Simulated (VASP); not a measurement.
Write the native input for VASP 6.6.1 that does the following.

```yaml
Task: single point
Functional: PBE
Potentials_or_basis: VASP PAW PBE potentials, release 64 (Ga_d, O)
Cutoff: 520 eV
k_mesh: 4 × 4 × 4
Occupations: gaussian, width 0.1 eV
Spin: collinear spin, ferromagnetic start
Starting_moments: "[0.0, 0.0, 0.0, 1.0, 1.0] μB"
Dipole_correction: no
Further_INCAR_settings: ALGO = Normal; EDIFF = 1e-06; NBANDS = 38
```

The structure of Ga3O2 lies in POSCAR:

```
Ga3O2
1.0
    4.0086992450      0.0000000000      0.0000000000
    0.0000000000      4.0086992450      0.0000000000
    0.0000000000      0.0000000000      6.5550998692
Ga O
3 2
Direct
    0.5000000000      0.5000000000      0.5000000000
    0.0000000000      0.0000000000      0.2572815697
    0.0000000000      0.0000000000      0.7427184303
    0.0000000000      0.5000000000      0.5000000000
    0.5000000000      0.0000000000      0.5000000000
```

The cell was generated, and may not be a known phase.

These files were run (other wordings do the same):

INCAR

```
ALGO = Normal ; EDIFF = 1E-6
ENCUT = 520 ; GGA = PE
ISIF = 2 ; ISMEAR = 0
ISPIN = 2 ; LASPH = True
LCHARG = True ; LELF = True
LORBIT = 11 ; LREAL = False
LVHAR = True ; LWAVE = False
MAGMOM = 0 0 0 1 1 ; NBANDS = 38
NELM = 150 ; PREC = Accurate
SIGMA = 0.1
```

KPOINTS

```
k-points
0
Gamma
  4 4 4
```

Potentials or basis: VASP PAW PBE potentials, release 64 (Ga_d, O).

Launch:

```console
$ cat potpaw_PBE.64/Ga_d/POTCAR potpaw_PBE.64/O/POTCAR > POTCAR
$ mpirun -np 1 vasp_std > vasp.out
```

It gave:

```json
{
 "Pressure": "0.2 GPa",
 "Largest force": "0.009 eV/Å",
 "Net moment": "0.00 μB per cell",
 "Valence electrons inside the program's atomic spheres": "Ga 11.53, 11.39 (each value once); O 4.94"
}
```

Caveat: the k points lie up to 0.39 Å⁻¹ apart.

Wall time 3.1 min on 1 thread of Intel(R) Xeon(R) Platinum 8375C CPU @ 2.90GHz (Ice Lake), on a shared host, peak memory 0.29 GiB.
